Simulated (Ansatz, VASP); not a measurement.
**SrO: VASP beside Ansatz**

```
Sr O
1.0
     0.00000    2.56980    2.56980
     2.56980    0.00000    2.56980
     2.56980    2.56980    0.00000
Sr O
1 1
Direct
  0.99514 0.99514 0.00486
  0.50000 0.50000 0.50000
```

Change from the starting cell: all Sr atoms moved +0.025 Å, as atom 1 towards its neighbour atom 2 (O) at 2.570 Å.

Alike in both runs: task single point; functional r2SCAN; k mesh 8 × 8 × 8; occupations gaussian, width 0.05 eV; no spin polarisation.

|  | VASP | Ansatz |
| --- | --- | --- |
| version | VASP 6.6.1 | Ansatz 0.2.0 |
| potentials or method | VASP PAW PBE potentials, release 64 (Sr_sv, O), cutoff 520 eV | scalar-relativistic, plane waves, PAW |
| valence electrons in the cell | 16 | 16 |

```csv
,VASP,Ansatz,Ansatz less VASP
gap on the k mesh at the Fermi level (eV),3.74,3.80,+0.053
least direct gap on the mesh (eV),3.83,3.87,+0.041
pressure (GPa),1.7,1.1,-0.56
"traceless stress, the component that is largest in VASP (GPa)",0.05,0.05,-0.003
rms of the force components (eV/Å),0.037,0.035,-0.0021
```

VASP's potentials were made for PBE, not for r2SCAN. Atom by atom the forces differ by 0.002 eV/Å (rms over components).
